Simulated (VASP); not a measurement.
Here is a VASP 6.6.1 calculation.

File INCAR:

```
SYSTEM = GaSi16
PREC     = Accurate       ! precision mode
ENCUT    = 520            ! plane-wave cutoff, eV
EDIFF    = 1E-7           ! SCF threshold, eV
ISMEAR   = 0              ! smearing method
SIGMA    = 0.05           ! smearing width, eV
LREAL    = Auto         
LASPH    = .True.         ! aspherical terms in the spheres
NELM     = 150            ! most SCF steps
ALGO     = Normal         ! electronic algorithm
ISIF     = 2              ! what is computed and relaxed
LWAVE    = .False.        ! write WAVECAR
LCHARG   = .False.        ! write CHGCAR
ISPIN    = 2              ! spin polarisation
MAGMOM   = 0 0 0 0 0 0 0 0 0 0 0 0 0 0 0 0 0 ! initial moments
LORBIT   = 11             ! projections on sites
GGA      = PS             ! functional
NBANDS   = 56             ! bands
```

Contents of KPOINTS:

```
Automatic mesh
0
Gamma
  2 2 2
  0 0 0
```

File POSCAR:

```
GaSi16
1.0
    0.0000000000      5.4300000000      5.4300000000
    5.4300000000      0.0000000000      5.4300000000
    5.4300000000      5.4300000000      0.0000000000
Si Ga
16 1
Direct
   -0.0176452118     -0.0174232965     -0.0174378453
    0.1068624309      0.1070996317      0.1070860037
    0.0088279006      0.0089866483      0.4735800184
    0.1255587477      0.1257640884      0.6123795580
    0.0088289134      0.4735944751      0.0089732965
    0.1255585635      0.6123944751      0.1257508287
    0.0123275322      0.4989783610      0.4989639963
    0.1579533149      0.6137441068      0.6137251381
    0.4733651013      0.0090221915      0.0090076427
    0.6121746777      0.1257680479      0.1257549724
    0.4987682320      0.0125325046      0.4989573665
    0.6135388582      0.1581830571      0.6136854512
    0.4987672192      0.4989709024      0.0125204420
    0.6135347145      0.6137004604      0.1581724678
    0.5191428177      0.5193628913      0.5193522099
    0.6439259669      0.6441370166      0.6441248619
    0.7961294659      0.7963930018      0.7963830571
```

Potentials or basis: VASP PAW PBE potentials, release 64 (Si, Ga_d).

Launch:

```console
$ cat potpaw_PBE.64/Si/POTCAR potpaw_PBE.64/Ga_d/POTCAR > POTCAR
$ mpirun -np 1 vasp_std > vasp.out
```

**Question.** Predict the pressure.

**Answer.** 3.7 GPa.

**Question.** What does it give for the net moment?

**Answer.** 0.00 μB per cell.

**Question.** Predict the largest force.

**Answer.** 0.854 eV/Å.

Forces on the atoms (eV/Å):
```
Si   0.043  0.043  0.043
Si   0.027  0.028  0.028
Si   0.063  0.063 -0.064
Si   0.031  0.030  0.042
Si   0.063 -0.064  0.063
Si   0.031  0.042  0.030
Si  -0.023  0.010  0.010
Si   0.003  0.073  0.073
Si  -0.064  0.062  0.062
Si   0.042  0.030  0.030
Si   0.009 -0.023  0.010
Si   0.073  0.003  0.072
Si   0.009  0.010 -0.023
Si   0.073  0.072  0.003
Si   0.049  0.049  0.049
Si   0.065  0.065  0.065
Ga  -0.494 -0.493 -0.493
```

Caveat: the k points lie up to 0.50 Å⁻¹ apart; no moment was typed at the start, so none could form; the PAW data sets were made with another functional, which shifts forces and pressure a little.
